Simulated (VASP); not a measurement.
A run of VASP 6.6.1 is set up as follows.

Contents of POSCAR:

```
TiC
1.0
    0.0000000000      2.1639169647      2.1639169647
    2.1639169647      0.0000000000      2.1639169647
    2.1639169647      2.1639169647      0.0000000000
Ti C
1 1
Direct
    0.0000000000      0.0000000000      0.0000000000
    0.5000000000      0.5000000000      0.5000000000
```

The input INCAR.step1:

```
SYSTEM = TiC
ALGO = Normal ; EDIFF = 1E-4
ENCUT = 520 ; GGA = PE
ISMEAR = -1 ; LASPH = .True.
LCHARG = .False. ; LREAL = .False.
LWAVE = .True. ; NBANDS = 15
NELM = 80 ; PREC = Accurate
SIGMA = 0.05
```

The input INCAR.step2:

```
SYSTEM = TiC
ALGO = Normal ; EDIFF = 1E-6
ENCUT = 520 ; ISIF = 2
ISMEAR = -1 ; ISTART = 1
LASPH = .True. ; LCHARG = .True.
LELF = .True. ; LMIXTAU = .True.
LREAL = .False. ; LVHAR = .True.
LWAVE = .False. ; METAGGA = R2SCAN
NBANDS = 15 ; NELM = 80
PREC = Accurate ; SIGMA = 0.05
```

File KPOINTS:

```
k-points
0
Gamma
  11 11 11
  0 0 0
```

Potentials or basis: VASP PAW PBE potentials, release 64 (Ti_sv, C).

The run is started by

```bash
$ cat potpaw_PBE.64/Ti_sv/POTCAR potpaw_PBE.64/C/POTCAR > POTCAR
$ cp INCAR.step1 INCAR
$ mpirun -np 1 vasp_std > vasp.out
$ cp INCAR.step2 INCAR
$ mpirun -np 1 vasp_std > vasp.out
```

Question: What does it give for the band gap on the k mesh?

Answer: Zero (band 8 reaches 10.38 eV, above the bottom of band 9 at 9.05 eV).

Question: What does it give for the pressure?

Answer: 1.0 GPa.

Caveat: the PAW data sets were made with another functional, which shifts forces and pressure a little.
